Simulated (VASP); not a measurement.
# ZrC (I4/mmm) in VASP: notebook

The runs below take ZrC through single point, with PBEsol.

Program: VASP 6.6.1. These are calculated values, not measurements. Logs are shortened: lines on timing, memory, paths and dates and some standing lists are left out, and cuts for length are marked.

## (1) The cell of the first run

Symmetry: I4/mmm, No. 139, tetragonal system. Conventional cell: a = 3.374 Å, b = 3.374 Å, c = 4.841 Å, α = 90.00°, β = 90.00°, γ = 90.00°. Within 3.2 Å of Zr (site symmetry 4/mmm) lie 6 C at 2.39 to 2.42 Å. Within 3.2 Å of C (site symmetry 4/mmm) lie 6 Zr at 2.39 to 2.42 Å.

## (2) Single point, PBEsol (strain +0.015 along x and y, +0.030 along z)

INCAR reads:

```
PREC = Accurate
ENCUT = 520
EDIFF = 1E-7
ISMEAR = 0
SIGMA = 0.15
LREAL = False
LASPH = True
NELM = 60
ALGO = Normal
ISIF = 2
LWAVE = False
LCHARG = True
GGA = PS
LELF = True
LVHAR = True
NBANDS = 15
```

KPOINTS reads:

```
Automatic mesh
0
Gamma
  18 18 18
```

POSCAR reads:

```
ZrC
1.0
    0.0000000000      2.3854631500      2.4207163000
    2.3854631500      0.0000000000      2.4207163000
    2.3854631500      2.3854631500      0.0000000000
Zr C
1 1
Direct
    0.5000000000      0.5000000000      0.5000000000
    0.0000000000      0.0000000000      0.0000000000
```

Potentials or basis: VASP PAW PBE potentials, release 64 (Zr_sv, C).

Run with:

```sh
> cat potpaw_PBE.64/Zr_sv/POTCAR potpaw_PBE.64/C/POTCAR > POTCAR
> mpirun -np 1 vasp_std > vasp.out
```

OUTCAR:

```text
PREC = Accurate
   ENCUT = 520
   EDIFF = 1E-7
   ISMEAR = 0
   LREAL = False
   LASPH = True
   NELM = 60
   ISIF = 2
   GGA = PS

 ion  position               nearest neighbor table
   1  0.500  0.500  0.500-   2 2.39   2 2.39   2 2.39   2 2.39   2 2.42   2 2.42
   2  0.000  0.000  0.000-   1 2.39   1 2.39   1 2.39   1 2.39   1 2.42   1 2.42

  LATTYP: Found a body centered tetragonal cell.
 ALAT       =     3.3735543393
 C/A-ratio  =     1.4351132702

  Lattice vectors:

 A1 = (  -2.3854631500,   0.0000000000,   2.4207163000)
 A2 = (   2.3854631500,   0.0000000000,   2.4207163000)
 A3 = (   0.0000000000,   2.3854631500,  -2.4207163000)

Analysis of symmetry for initial positions (statically):
=====================================================================
 Subroutine PRICEL returns:
 Original cell was already a primitive cell.

 Routine SETGRP: Setting up the symmetry group for a
 body centered tetragonal supercell.

 Subroutine GETGRP returns: Found 16 space group operations
 (whereof 16 operations were pure point group operations)
 out of a pool of 16 trial point group operations.

The static configuration has the point symmetry D_4h.

Analysis of symmetry for dynamics (positions and initial velocities):
=====================================================================
 Subroutine PRICEL returns:
 Original cell was already a primitive cell.

 Routine SETGRP: Setting up the symmetry group for a
 body centered tetragonal supercell.

 Subroutine GETGRP returns: Found 16 space group operations
 (whereof 16 operations were pure point group operations)
 out of a pool of 16 trial point group operations.

The dynamic configuration has the point symmetry D_4h.

 Subroutine INISYM returns: Found 16 space group operations
 (whereof 16 operations are pure point group operations),
 and found     1 'primitive' translations

----------------------------------------------------------------------------------------

                                     Primitive cell

  volume of cell :      27.5499

  direct lattice vectors                    reciprocal lattice vectors
     0.000000000  2.385463150  2.420716300    -0.209602902  0.209602902  0.206550433
     2.385463150  0.000000000  2.420716300     0.209602902 -0.209602902  0.206550433
     2.385463150  2.385463150  0.000000000     0.209602902  0.209602902 -0.206550433

  length of vectors
     3.398573501  3.398573501  3.373554339     0.361289129  0.361289129  0.361289129

  position of ions in fractional coordinates (direct lattice)
     0.500000000  0.500000000  0.500000000
     0.000000000  0.000000000  0.000000000

  ion indices of the primitive-cell ions
   primitive index   ion index
                 1           1
                 2           2

----------------------------------------------------------------------------------------

 KPOINTS: Automatic mesh

Automatic generation of k-mesh.
 Grid dimensions read from file:
 generate k-points for:   18   18   18

 Generating k-lattice:

  Cartesian coordinates                     Fractional coordinates (reciprocal lattice)
    -0.011644606  0.011644606  0.011475024     0.055555556  0.000000000  0.000000000
     0.011644606 -0.011644606  0.011475024     0.000000000  0.055555556  0.000000000
     0.011644606  0.011644606 -0.011475024     0.000000000  0.000000000  0.055555556

  Length of vectors
     0.020071618  0.020071618  0.020071618

  Shift w.r.t. Gamma in fractional coordinates (k-lattice)
     0.000000000  0.000000000  0.000000000

 Subroutine IBZKPT returns following result:
 ===========================================

 Found    480 irreducible k-points:

 Following reciprocal coordinates:
            Coordinates               Weight
  0.000000  0.000000  0.000000      1.000000
  0.055556  0.000000  0.000000      8.000000
  0.111111  0.000000  0.000000      8.000000
  0.166667 -0.000000  0.000000      8.000000
  0.222222  0.000000  0.000000      8.000000
  0.277778  0.000000  0.000000      8.000000
[... 16 lines left out ...]
 -0.277778  0.055556  0.000000      8.000000
 -0.222222  0.055556  0.000000      8.000000
 [... further k-points ...]
   k-points           NKPTS =    480   k-points in BZ     NKDIM =    480   number of bands    NBANDS=     15
   number of dos      NEDOS =    301   number of ions     NIONS =      2
   total plane-waves  NPLWV =  21952
   dimension x,y,z NGX =    28 NGY =   28 NGZ =   28
   dimension x,y,z NGXF=    56 NGYF=   56 NGZF=   56
   ions per type =               1   1
   NGX,Y,Z   is equivalent  to a cutoff of  13.70, 13.70, 13.80 a.u.
   NGXF,Y,Z  is equivalent  to a cutoff of  27.39, 27.39, 27.60 a.u.
 SYSTEM =  unknown system
   PREC   = accura    normal or accurate (medium, high low for compatibility)
   ISTART =      0    job   : 0-new  1-cont  2-samecut
   ICHARG =      2    charge: 1-file 2-atom 10-const
   ISPIN  =      1    spin polarized calculation?
   LNONCOLLINEAR =      F non collinear calculations
   LSORBIT =      F    spin-orbit coupling
   LASPH  =      T    aspherical Exc in radial PAW
   ENCUT  =  520.0 eV  38.22 Ry    6.18 a.u.   6.32  6.32  6.27*2*pi/ulx,y,z
   NELM   =     60;   NELMIN=  2; NELMDL= -5     # of ELM steps
   EDIFF  = 0.1E-06   stopping-criterion for ELM
   LREAL  =      F    real-space projection
   EDIFFG = 0.1E-05   stopping-criterion for IOM
   NSW    =      0    number of steps for IOM
   IBRION =     -1    ionic relax: 0-MD 1-quasi-New 2-CG
   NFREE  =      0    steps in history (QN), initial steepest desc. (CG)
   ISIF   =      2    stress and relaxation
   ISYM   =      2    0-nonsym 1-usesym 2-fastsym
   POTIM  = 0.5000    time-step for ionic-motion
   TEBEG  =    0.0;   TEEND  =   0.0 temperature during run
   PSTRESS=    0.0 pullay stress
   NELECT =      16.0000    total number of electrons
   NUPDOWN=      -1.0000    fix difference up-down
   EMIN   =  10.00;   EMAX   =-10.00  energy-range for DOS
   EFERMI =   0.00;   METHOD = LEGACY
   ISMEAR =     0;   SIGMA  =   0.15  broadening in eV -4-tet -1-fermi 0-gaus
   EFERMI_NEDOS =   21; number of points for ismear=-14 and -15
   IALGO  =     38    algorithm
   IMIX   =      4    mixing-type and parameters
     AMIX     =   0.40;   BMIX     =  1.00
     AMIX_MAG =   1.60;   BMIX_MAG =  1.00
  volume/ion in A,a.u.               =      13.77        92.96
  Fermi-wavevector in a.u.,A,eV,Ry     =   1.365867  2.581114 25.382926  1.865592
  Thomas-Fermi vector in A             =   2.492058
   LORBIT       =      0    0 simple, 1 ext, 2 COOP (PROOUT), +10 PAW based schemes
   GGA     = PS    functional components
   LHFCALC =     F    Hartree Fock is set to
   AEXX    =    0.0000 exact exchange contribution
   IVDW    =     0    specifies the selected vdW correction
   LEPSILON=     F    determine dielectric tensor
   LRPA    =     F    only Hartree local field effects (RPA)
 non-spin polarized calculation
 Gauss-broadening in eV      SIGMA  =   0.15
  energy-cutoff  :      520.00
  volume of cell :       27.55
 maximum number of plane-waves:       755
 NGX is ok and might be reduce to    28
   NGX = 13   NGY = 13   NGZ = 13

 number of electron      16.0000000 magnetization

 Free energy of the ion-electron system (eV)
  ---------------------------------------------------
  ext. energy  EPLUGINS =         0.00000000
  ---------------------------------------------------
  free energy    TOTEN  =       -20.46487201 eV

  energy without entropy =      -20.46118393  energy(sigma->0) =      -20.46302797

 E-fermi :   8.8305     XC(G=0): -11.9900

 val. band max:        8.8281166215   @ k =   0.1111   0.0000   0.1111
 cond. band min:       8.8405294917   @ k =   0.5000   0.0000   0.5000
 fundamental gap:      0.0124128701
 Fermi energy:         8.8305043308

 k-point     1 :       0.0000    0.0000    0.0000
  band No.  band energies     occupation
      1     -39.3808      2.00000
      2     -17.1657      2.00000
      3     -17.1499      2.00000
      4     -17.1499      2.00000
      5      -2.2433      2.00000
      6       9.7201      0.00000
      7       9.7699      0.00000
      8       9.7815      0.00000
      9       9.7815      0.00000
     10       9.9041      0.00000
     11       9.9041      0.00000
     12      11.3691      0.00000
     13      11.5388      0.00000
     14      15.4704      0.00000
     15      19.0948      0.00000

 k-point     2 :       0.0556    0.0000    0.0000
  band No.  band energies     occupation
      1     -39.3785      2.00000
      2     -17.1805      2.00000
      3     -17.1599      2.00000
      4     -17.1517      2.00000
      5      -2.1786      2.00000
      6       9.1164      0.00703
      7       9.2734      0.00003
      8       9.3404      0.00000
      9      10.0132      0.00000
     10      10.0763      0.00000
     11      10.3390      0.00000
     12      11.7738      0.00000
     13      11.9428      0.00000
     14      15.6295      0.00000
     15      19.2749      0.00000

 k-point     3 :       0.1111    0.0000    0.0000
  band No.  band energies     occupation
      1     -39.3717      2.00000
      2     -17.2423      2.00000
      3     -17.1688      2.00000
      4     -17.1569      2.00000
      5      -1.9895      2.00000
      6       8.3117      2.00000
      7       8.6210      1.95172
      8       8.6837      1.83359
      9      10.2378      0.00000
     10      10.2914      0.00000
     11      10.7057      0.00000
     12      12.6064      0.00000
     13      12.7838      0.00000
     14      16.0531      0.00000
     15      19.7778      0.00000
[... 343 lines left out ...]
 k-point    23 :      -0.2778    0.0556    0.0000
  band No.  band energies     occupation
      1     -39.3289      2.00000
      2     -17.6147      2.00000
      3     -17.2339      2.00000
      4     -17.1798      2.00000
      5      -0.6545      2.00000
      6       5.4678      2.00000
      7       6.7084      2.00000
      8       6.9024      2.00000
      9      11.4156      0.00000
     10      11.5860      0.00000
     11      12.3000      0.00000
     12      15.2048      0.00000
     13      16.7044      0.00000
     14      17.4934      0.00000
     15      21.7648      0.00000

 k-point    24 :      -0.2222    0.0556    0.0000
  band No.  band energies     occupation
      1     -39.3423      2.00000
      2     -17.4987      2.00000
      3     -17.2208      2.00000
      4     -17.1689      2.00000
      5      -1.1082      2.00000
      6       6.2375      2.00000
      7       7.1196      2.00000
      8       7.3456      2.00000
      9      10.9284      0.00000
     10      11.2379      0.00000
     11      11.7835      0.00000
     12      14.2472      0.00000
     13      15.7250      0.00000
     14      17.4285      0.00000
     15      21.4232      0.00000

 [... further k-points ...]

------------------------ aborting loop because EDIFF is reached ----------------------------------------

  FORCE on cell =-STRESS in cart. coord.  units (eV):
  Direction    XX          YY          ZZ          XY          YZ          ZX
  --------------------------------------------------------------------------------------
  -------------------------------------------------------------------------------------
  Total       -2.4591428     -2.4591428     -3.1237471      0.0000000      0.0000000      0.0000000
  in kB     -143.0128346   -143.0128346   -181.6632701      0.0000000      0.0000000      0.0000000
  external PRESSURE =    -155.8963131 kB  Pullay stress =       0.0000000 kB

 VOLUME and BASIS-vectors are now :
 -----------------------------------------------------------------------------
  energy-cutoff  :      520.00
  volume of cell :       27.55
      direct lattice vectors                 reciprocal lattice vectors
     0.000000000  2.385463150  2.420716300    -0.209602902  0.209602902  0.206550433
     2.385463150  0.000000000  2.420716300     0.209602902 -0.209602902  0.206550433
     2.385463150  2.385463150  0.000000000     0.209602902  0.209602902 -0.206550433

 POSITION                                       TOTAL-FORCE (eV/Angst)
 -----------------------------------------------------------------------------------
      2.38546      2.38546      2.42072        -0.000000      0.000000      0.000000
      0.00000      0.00000      0.00000         0.000000     -0.000000      0.000000
 -----------------------------------------------------------------------------------
    total drift:                                0.000000      0.000000      0.000000

  FREE ENERGIE OF THE ION-ELECTRON SYSTEM (eV)
  ---------------------------------------------------
  free  energy   TOTEN  =       -20.4648720129 eV

  energy  without entropy=      -20.4611839338  energy(sigma->0) =      -20.46302797
```

It took 2.6 min on 1 thread of Intel Xeon Platinum 8375C at 2.90GHz (Ice Lake), shared host; peak memory 0.32 GiB.

Results:

```
Free energy            : -20.4649 eV
Pressure               : -15.6 GPa
Band gap on the k mesh : zero (band 8 reaches 9.78 eV, above the bottom of band 9 at 8.45 eV)
```

Caveat: the cell differs from its parent crystal (strain +0.015 along x and y, +0.030 along z); the PAW data sets were made with another functional, which shifts forces and pressure a little.

## (3) Single point, PBEsol (strain +0.030 along x and y, +0.015 along z)

INCAR reads:

```
  PREC = Accurate
  ENCUT = 520
  EDIFF = 1E-6
  ISMEAR = 0
  SIGMA = 0.15
  LREAL = F
  LASPH = T
  NELM = 100
  ALGO = Normal
  ISIF = 2
  LWAVE = F
  LCHARG = F
  GGA = PS
  NBANDS = 15
```

KPOINTS is that of step 2.

POSCAR reads:

```
ZrC
1.0
    0.0000000000      2.4207163000      2.3854631500
    2.4207163000      0.0000000000      2.3854631500
    2.4207163000      2.4207163000      0.0000000000
Zr C
1 1
Direct
    0.5000000000      0.5000000000      0.5000000000
    0.0000000000      0.0000000000      0.0000000000
```

Potentials or basis: VASP PAW PBE potentials, release 64 (Zr_sv, C).

Run with:

```sh
> cat potpaw_PBE.64/Zr_sv/POTCAR potpaw_PBE.64/C/POTCAR > POTCAR
> mpirun -np 1 vasp_std > vasp.out
```

Wall time 2.7 min (1 thread of Intel Xeon Platinum 8375C at 2.90GHz (Ice Lake), shared host); peak memory 0.32 GiB.

The run converged. Its results:

```
Free energy            : -20.4223 eV
Pressure               : -18.0 GPa
Band gap on the k mesh : zero (band 8 reaches 9.64 eV, above the bottom of band 9 at 8.23 eV)
```

Stress tensor (GPa, compression positive):
```
-19.26   0.00   0.00
  0.00 -19.26   0.00
  0.00   0.00 -15.50
```

Levels at points of the mesh, in eV from the Fermi level:
| k point | band 5 | band 6 | band 7 | band 8 | band 9 | band 10 | band 11 | band 12 |
| --- | --- | --- | --- | --- | --- | --- | --- | --- |
| (0.00, 0.00, 0.00) | -11.02 | 0.91 | 0.91 | 0.97 | 0.98 | 0.98 | 1.11 | 2.51 |
| (0.50, 0.00, 0.00) | -8.24 | -5.06 | -2.72 | -2.70 | 4.06 | 4.16 | 4.88 | 6.14 |
| (0.50, 0.50, 0.00) | -9.80 | -2.06 | -1.61 | -0.05 | -0.05 | 4.08 | 5.16 | 5.16 |
| (0.50, 0.00, 0.50) | -9.81 | -2.21 | -1.59 | 0.00 | 0.05 | 4.07 | 5.08 | 5.22 |

Caveat: the cell differs from its parent crystal (strain +0.030 along x and y, +0.015 along z); the PAW data sets were made with another functional, which shifts forces and pressure a little.

## (4) Single point, PBEsol (strain -0.015 along x and y, +0.015 along z)

INCAR reads:

```
SYSTEM = ZrC
ALGO = Normal ; EDIFF = 1E-7
ENCUT = 520 ; GGA = PS
ISIF = 2 ; ISMEAR = 0
LASPH = .True. ; LCHARG = .False.
LREAL = .False. ; LWAVE = .False.
NBANDS = 15 ; NELM = 100
PREC = Accurate ; SIGMA = 0.15
```

KPOINTS reads:

```
k-points
0
Gamma
  18 18 18
  0 0 0
```

POSCAR reads:

```
ZrC
1.0
    0.0000000000      2.3149568500      2.3854631500
    2.3149568500      0.0000000000      2.3854631500
    2.3149568500      2.3149568500      0.0000000000
Zr C
1 1
Direct
    0.5000000000      0.5000000000      0.5000000000
    0.0000000000      0.0000000000      0.0000000000
```

Run with:

```sh
> cat potpaw_PBE.64/Zr_sv/POTCAR potpaw_PBE.64/C/POTCAR > POTCAR
> mpirun -np 1 vasp_std > vasp.out
```

Wall time 81 s (1 thread of Intel Xeon 6975P-C (Granite Rapids), shared host); peak memory 0.3 GiB.

Results (log left out):

```yaml
Free_energy: -20.5565 eV
Pressure: -0.4 GPa
Band_gap_on_the_k_mesh: zero (band 8 reaches 10.68 eV, above the bottom of band 9 at 9.27 eV)
```

Stress tensor (GPa, compression positive):
```
 3.36  0.00  0.00
 0.00  3.36  0.00
 0.00  0.00 -7.77
```

Levels at points of the mesh, in eV from the Fermi level:
```
           k point  band 6  band 7  band 8  band 9  band 10  band 11
(0.00, 0.00, 0.00)    0.84    0.85    1.00    1.00     1.16     1.16
(0.50, 0.00, 0.00)   -5.41   -3.04   -2.98    4.48     4.68     5.44
(0.50, 0.50, 0.00)   -2.27   -1.84    0.18    0.18     4.53     5.77
(0.50, 0.00, 0.50)   -1.93   -1.89   -0.05    0.10     4.52     5.61
```

Caveat: the cell differs from its parent crystal (strain -0.015 along x and y, +0.015 along z); the PAW data sets were made with another functional, which shifts forces and pressure a little.

(Part 1 of 2 ends here.)
